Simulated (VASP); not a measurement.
# CdSb3O (P4/mmm) in VASP: single point with PBE

Aim: the single point of CdSb3O with PBE.

Program: VASP 6.6.1. These are calculated values, not measurements. Logs are shortened: lines on timing, memory, paths and dates and some standing lists are left out, and cuts for length are marked.

## 1. The cell of the first run

Symmetry: P4/mmm, No. 123, tetragonal system. Conventional cell: a = 3.264 Å, b = 3.264 Å, c = 12.183 Å, α = 90.00°, β = 90.00°, γ = 90.00°. Within 3.7 Å of Cd (site symmetry 4/mmm) lie 2 Sb at 2.81 Å and 4 Cd at 3.26 Å. Within 3.1 Å of Sb (site symmetry 4/mmm) lie 4 O at 2.31 Å. Sb (site symmetry 4mm) has 1 Cd at 2.81 Å and 4 Sb at 3.26 Å and 1 O at 3.28 Å within 3.7 Å. Within 3.1 Å of O (site symmetry 4/mmm) lie 4 Sb at 2.31 Å.

The cell was generated, and may not be a known phase.

## 2. Single point, PBE

The input, INCAR:

```
SYSTEM = CdSb3O
PREC = Accurate
ENCUT = 700
EDIFF = 1E-6
ISMEAR = 0
SIGMA = 0.1
LREAL = .FALSE.
LASPH = .TRUE.
NELM = 120
ALGO = Normal
ISIF = 2
LWAVE = .FALSE.
LCHARG = .TRUE.
GGA = PE
LELF = .TRUE.
LVHAR = .TRUE.
NBANDS = 44
GGA_COMPAT = .FALSE.
```

The input, KPOINTS:

```
Automatic mesh
0
G
  12 12 4
  0 0 0
```

The input, POSCAR:

```
CdSb3O
1.0
    3.2644724904      0.0000000000      0.0000000000
    0.0000000000      3.2644724904      0.0000000000
    0.0000000000      0.0000000000     12.1834755101
Cd Sb O
1 3 1
Direct
    0.5000000000      0.5000000000      0.0000000000
    0.0000000000      0.0000000000      0.5000000000
    0.5000000000      0.5000000000      0.2309621669
    0.5000000000      0.5000000000      0.7690378331
    0.5000000000      0.5000000000      0.5000000000
```

Potentials or basis: VASP PAW PBE potentials, release 64 (Cd_sv_GW, Sb_d_GW, O).

On the command line:

```console
$ cat potpaw_PBE.64/Cd_sv_GW/POTCAR potpaw_PBE.64/Sb_d_GW/POTCAR potpaw_PBE.64/O/POTCAR > POTCAR
$ mpirun -np 1 vasp_std > vasp.out
```

OUTCAR:

```text
SYSTEM = CdSb3O
   PREC = Accurate
   ENCUT = 700
   EDIFF = 1E-6
   ISMEAR = 0
   LREAL = .FALSE.
   LASPH = .TRUE.
   NELM = 120
   ISIF = 2
   GGA = PE

 ion  position               nearest neighbor table
   1  0.500  0.500  0.000-   3 2.81   4 2.81
   2  0.000  0.000  0.500-   5 2.31   5 2.31   5 2.31   5 2.31
   3  0.500  0.500  0.231-   1 2.81
   4  0.500  0.500  0.769-   1 2.81
   5  0.500  0.500  0.500-   2 2.31   2 2.31   2 2.31   2 2.31

  LATTYP: Found a simple tetragonal cell.
 ALAT       =     3.2644724904
 C/A-ratio  =     3.7321421902

  Lattice vectors:

 A1 = (   3.2644724904,   0.0000000000,   0.0000000000)
 A2 = (   0.0000000000,   3.2644724904,   0.0000000000)
 A3 = (   0.0000000000,   0.0000000000,  12.1834755101)

Analysis of symmetry for initial positions (statically):
=====================================================================
 Subroutine PRICEL returns:
 Original cell was already a primitive cell.

 Routine SETGRP: Setting up the symmetry group for a
 simple tetragonal supercell.

 Subroutine GETGRP returns: Found 16 space group operations
 (whereof 16 operations were pure point group operations)
 out of a pool of 16 trial point group operations.

The static configuration has the point symmetry D_4h.

Analysis of symmetry for dynamics (positions and initial velocities):
=====================================================================
 Subroutine PRICEL returns:
 Original cell was already a primitive cell.

 Routine SETGRP: Setting up the symmetry group for a
 simple tetragonal supercell.

 Subroutine GETGRP returns: Found 16 space group operations
 (whereof 16 operations were pure point group operations)
 out of a pool of 16 trial point group operations.

The dynamic configuration has the point symmetry D_4h.

 Subroutine INISYM returns: Found 16 space group operations
 (whereof 16 operations are pure point group operations),
 and found     1 'primitive' translations

----------------------------------------------------------------------------------------

                                     Primitive cell

  volume of cell :     129.8366

  direct lattice vectors                    reciprocal lattice vectors
     3.264472490  0.000000000  0.000000000     0.306328206  0.000000000  0.000000000
     0.000000000  3.264472490  0.000000000     0.000000000  0.306328206  0.000000000
     0.000000000  0.000000000 12.183475510     0.000000000  0.000000000  0.082078386

  length of vectors
     3.264472490  3.264472490 12.183475510     0.306328206  0.306328206  0.082078386

  position of ions in fractional coordinates (direct lattice)
     0.500000000  0.500000000  0.000000000
     0.000000000  0.000000000  0.500000000
     0.500000000  0.500000000  0.230962167
     0.500000000  0.500000000  0.769037833
     0.500000000  0.500000000  0.500000000

  ion indices of the primitive-cell ions
   primitive index   ion index
                 1           1
                 2           2
                 3           3
                 4           4
                 5           5

----------------------------------------------------------------------------------------

 KPOINTS: Automatic mesh

Automatic generation of k-mesh.
 Grid dimensions read from file:
 generate k-points for:   12   12    4

 Generating k-lattice:

  Cartesian coordinates                     Fractional coordinates (reciprocal lattice)
     0.025527350  0.000000000  0.000000000     0.083333333  0.000000000  0.000000000
     0.000000000  0.025527350  0.000000000     0.000000000  0.083333333  0.000000000
     0.000000000  0.000000000  0.020519596     0.000000000  0.000000000  0.250000000

  Length of vectors
     0.025527350  0.025527350  0.020519596

  Shift w.r.t. Gamma in fractional coordinates (k-lattice)
     0.000000000  0.000000000  0.000000000

 Subroutine IBZKPT returns following result:
 ===========================================

 Found     84 irreducible k-points:

 Following reciprocal coordinates:
            Coordinates               Weight
  0.000000  0.000000  0.000000      1.000000
  0.083333  0.000000  0.000000      4.000000
  0.166667  0.000000  0.000000      4.000000
  0.250000  0.000000  0.000000      4.000000
  0.333333  0.000000  0.000000      4.000000
  0.416667  0.000000  0.000000      4.000000
[... 16 lines left out ...]
  0.333333  0.333333  0.000000      4.000000
  0.416667  0.333333  0.000000      8.000000
 [... further k-points ...]
   k-points           NKPTS =     84   k-points in BZ     NKDIM =     84   number of bands    NBANDS=     44
   number of dos      NEDOS =    301   number of ions     NIONS =      5
   total plane-waves  NPLWV =  84672
   dimension x,y,z NGX =    28 NGY =   28 NGZ =  108
   dimension x,y,z NGXF=    56 NGYF=   56 NGZF=  216
   ions per type =               1   3   1
   NGX,Y,Z   is equivalent  to a cutoff of  14.26, 14.26, 14.74 a.u.
   NGXF,Y,Z  is equivalent  to a cutoff of  28.52, 28.52, 29.47 a.u.
 SYSTEM =  CdSb3O
   PREC   = accura    normal or accurate (medium, high low for compatibility)
   ISTART =      0    job   : 0-new  1-cont  2-samecut
   ICHARG =      2    charge: 1-file 2-atom 10-const
   ISPIN  =      1    spin polarized calculation?
   LNONCOLLINEAR =      F non collinear calculations
   LSORBIT =      F    spin-orbit coupling
   LASPH  =      T    aspherical Exc in radial PAW
   ENCUT  =  700.0 eV  51.45 Ry    7.17 a.u.   7.04  7.04 26.28*2*pi/ulx,y,z
   NELM   =    120;   NELMIN=  2; NELMDL= -5     # of ELM steps
   EDIFF  = 0.1E-05   stopping-criterion for ELM
   LREAL  =      F    real-space projection
   EDIFFG = 0.1E-04   stopping-criterion for IOM
   NSW    =      0    number of steps for IOM
   IBRION =     -1    ionic relax: 0-MD 1-quasi-New 2-CG
   NFREE  =      0    steps in history (QN), initial steepest desc. (CG)
   ISIF   =      2    stress and relaxation
   ISYM   =      2    0-nonsym 1-usesym 2-fastsym
   POTIM  = 0.5000    time-step for ionic-motion
   TEBEG  =    0.0;   TEEND  =   0.0 temperature during run
   PSTRESS=    0.0 pullay stress
   NELECT =      71.0000    total number of electrons
   NUPDOWN=      -1.0000    fix difference up-down
   EMIN   =  10.00;   EMAX   =-10.00  energy-range for DOS
   EFERMI =   0.00;   METHOD = LEGACY
   ISMEAR =     0;   SIGMA  =   0.10  broadening in eV -4-tet -1-fermi 0-gaus
   EFERMI_NEDOS =   21; number of points for ismear=-14 and -15
   IALGO  =     38    algorithm
   IMIX   =      4    mixing-type and parameters
     AMIX     =   0.40;   BMIX     =  1.00
     AMIX_MAG =   1.60;   BMIX_MAG =  1.00
  volume/ion in A,a.u.               =      25.97       175.24
  Fermi-wavevector in a.u.,A,eV,Ry     =   1.338737  2.529846 24.384583  1.792216
  Thomas-Fermi vector in A             =   2.467184
   LORBIT       =      0    0 simple, 1 ext, 2 COOP (PROOUT), +10 PAW based schemes
   GGA     = PE    functional components
   LHFCALC =     F    Hartree Fock is set to
   AEXX    =    0.0000 exact exchange contribution
   IVDW    =     0    specifies the selected vdW correction
   LEPSILON=     F    determine dielectric tensor
   LRPA    =     F    only Hartree local field effects (RPA)
 non-spin polarized calculation
 Gauss-broadening in eV      SIGMA  =   0.10
  energy-cutoff  :      700.00
  volume of cell :      129.84
 maximum number of plane-waves:      5494
   NGX = 15   NGY = 15   NGZ = 53

 number of electron      70.9999997 magnetization

 Free energy of the ion-electron system (eV)
  ---------------------------------------------------
  ext. energy  EPLUGINS =         0.00000000
  ---------------------------------------------------
  free energy    TOTEN  =       -18.31086899 eV

  energy without entropy =      -18.29589274  energy(sigma->0) =      -18.30338086

 E-fermi :   4.5516     XC(G=0):  -9.8614

 val. band max:        4.5481628150   @ k =   0.4167   0.3333   0.0000
 cond. band min:       4.5625816521   @ k =   0.5000   0.3333   0.5000
 fundamental gap:      0.0144188371
 Fermi energy:         4.5515914931

 k-point     1 :       0.0000    0.0000    0.0000
  band No.  band energies     occupation
      1     -98.3562      2.00000
      2     -59.4046      2.00000
      3     -59.4046      2.00000
      4     -59.3686      2.00000
      5     -25.4085      2.00000
      6     -25.2721      2.00000
[... 36 lines left out ...]
     43      11.6664      0.00000
     44      12.5295      0.00000

 k-point     2 :       0.0833    0.0000    0.0000
  band No.  band energies     occupation
      1     -98.3562      2.00000
      2     -59.4053      2.00000
      3     -59.4046      2.00000
      4     -59.3686      2.00000
      5     -25.4038      2.00000
      6     -25.2750      2.00000
[... 36 lines left out ...]
     43      11.9566      0.00000
     44      12.4334      0.00000

 k-point     3 :       0.1667    0.0000    0.0000
  band No.  band energies     occupation
      1     -98.3561      2.00000
      2     -59.4072      2.00000
      3     -59.4045      2.00000
      4     -59.3684      2.00000
      5     -25.3914      2.00000
      6     -25.2830      2.00000
[... 36 lines left out ...]
     43      10.7040      0.00000
     44      12.4544      0.00000

 k-point     4 :       0.2500    0.0000    0.0000
  band No.  band energies     occupation
      1     -98.3560      2.00000
      2     -59.4097      2.00000
      3     -59.4043      2.00000
      4     -59.3682      2.00000
      5     -25.3755      2.00000
      6     -25.2938      2.00000
[... 882 lines left out ...]
     43       9.9133      0.00000
     44      10.3749      0.00000

 k-point    23 :       0.3333    0.3333    0.0000
  band No.  band energies     occupation
      1     -98.3556      2.00000
      2     -59.4117      2.00000
      3     -59.4117      2.00000
      4     -59.3675      2.00000
      5     -25.3616      2.00000
      6     -25.2986      2.00000
[... 36 lines left out ...]
     43       9.3889      0.00000
     44      10.3917      0.00000

 k-point    24 :       0.4167    0.3333    0.0000
  band No.  band energies     occupation
      1     -98.3555      2.00000
      2     -59.4135      2.00000
      3     -59.4116      2.00000
      4     -59.3674      2.00000
      5     -25.3752      2.00000
      6     -25.2851      2.00000
[... 36 lines left out ...]
     43       9.4230      0.00000
     44       9.4575      0.00000

 [... further k-points ...]

------------------------ aborting loop because EDIFF is reached ----------------------------------------

  FORCE on cell =-STRESS in cart. coord.  units (eV):
  Direction    XX          YY          ZZ          XY          YZ          ZX
  --------------------------------------------------------------------------------------
  -------------------------------------------------------------------------------------
  Total       -0.0282849     -0.0282849     -0.0513967      0.0000000      0.0000000      0.0000000
  in kB       -0.3490338     -0.3490338     -0.6342328      0.0000000      0.0000000      0.0000000
  external PRESSURE =      -0.4441001 kB  Pullay stress =       0.0000000 kB

 VOLUME and BASIS-vectors are now :
 -----------------------------------------------------------------------------
  energy-cutoff  :      700.00
  volume of cell :      129.84
      direct lattice vectors                 reciprocal lattice vectors
     3.264472490  0.000000000  0.000000000     0.306328206  0.000000000  0.000000000
     0.000000000  3.264472490  0.000000000     0.000000000  0.306328206  0.000000000
     0.000000000  0.000000000 12.183475510     0.000000000  0.000000000  0.082078386

 POSITION                                       TOTAL-FORCE (eV/Angst)
 -----------------------------------------------------------------------------------
      1.63224      1.63224      0.00000        -0.000000      0.000000      0.000000
      0.00000      0.00000      6.09174        -0.000000      0.000000      0.000000
      1.63224      1.63224      2.81392         0.000000     -0.000000      0.004992
      1.63224      1.63224      9.36955        -0.000000     -0.000000     -0.004992
      1.63224      1.63224      6.09174        -0.000000      0.000000      0.000000
 -----------------------------------------------------------------------------------
    total drift:                                0.000000      0.000000      0.000000

  FREE ENERGIE OF THE ION-ELECTRON SYSTEM (eV)
  ---------------------------------------------------
  free  energy   TOTEN  =       -18.3108689867 eV

  energy  without entropy=      -18.2958927392  energy(sigma->0) =      -18.30338086
```

It took 23 min on 1 thread of Intel Xeon Platinum 8488C (Sapphire Rapids), shared host; peak memory 0.87 GiB.

What came out:

* Free energy: -18.3109 eV
* Pressure: 0.0 GPa
* Largest force: 0.005 eV/Å
* Band gap on the k mesh: zero (an odd number of electrons rules out a gap without spin polarisation)

Forces on the atoms (eV/Å):
```
Cd   0.000  0.000  0.000
Sb   0.000  0.000  0.000
Sb   0.000  0.000  0.005
Sb   0.000  0.000 -0.005
O    0.000  0.000  0.000
```

Caveat: spin-orbit coupling is left out, which moves the levels of the heavy elements; an odd number of electrons without spin polarisation forces a metal; a magnetic or distorted state may lie lower.
